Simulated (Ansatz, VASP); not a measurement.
**C in VASP and in Ansatz**

File INCAR:

```
  PREC = Accurate
  ENCUT = 520
  EDIFF = 1E-6
  ISMEAR = 0
  SIGMA = 0.03
  LREAL = F
  LASPH = T
  NELM = 60
  ALGO = Normal
  ISIF = 2
  LWAVE = F
  LCHARG = F
  GGA = PS
  IVDW = 12
  NBANDS = 11
```

Contents of KPOINTS:

```
Automatic mesh
0
Gamma
  18 18 18
```

The input POSCAR:

```
C
1.0
    0.0000000000      1.9664581338      3.6852077936
    1.1360865801      0.0000000000      3.6852077936
    1.1360865801      1.9664581338      0.0000000000
C
2
Direct
    0.1667066167      0.8332933833      0.1667066167
    0.8332933833      0.1667066167      0.8332933833
```

Input for Ansatz:

```yaml
crystal:
  lattice:
    - [0.0, 1.9664581338, 3.6852077936]
    - [1.1360865801, 0.0, 3.6852077936]
    - [1.1360865801, 1.9664581338, 0.0]
  atoms:
    - { symbol: C, position: [0.1667066167, 0.8332933833, 0.1667066167] }
    - { symbol: C, position: [0.8332933833, 0.1667066167, 0.8332933833] }
basis:
  ecutwfc: 520.0
kpoints:
  mp_grid: { grid: [18, 18, 18] }
hamiltonian:
  xc: pbesol
  pseudopotentials: { kind: paw, azcp: { folder: soft_1 } }
  dispersion: d3bj
scf:
  occupations: { method: gaussian, width: 0.03 }
output:
  forces: true
  stress: true
  eigenvalues: true
```

Change from the starting cell: volume 8.233 Å^3 an atom, stretch along c over the lengths across it, relative to the relaxed cell 1.1996.

Alike in both runs: task single point; functional PBEsol; dispersion D3(BJ); k mesh 18 × 18 × 18; occupations gaussian, width 0.03 eV; no spin polarisation.

|  | VASP | Ansatz |
| --- | --- | --- |
| version | VASP 6.6.1 | Ansatz 0.2.0 |
| potentials or method | VASP PAW PBE potentials, release 64 (C), cutoff 520 eV | scalar-relativistic, plane waves, PAW |
| valence electrons in the cell | 8 | 8 |

```tsv
	VASP	Ansatz	Ansatz less VASP
gap on the k mesh at the Fermi level (eV)	0.04	0.04	0.000
least direct gap on the mesh (eV)	0.07	0.07	0.000
```

VASP's potentials were made for PBE, not for PBEsol, and Ansatz warns of the same on its side.
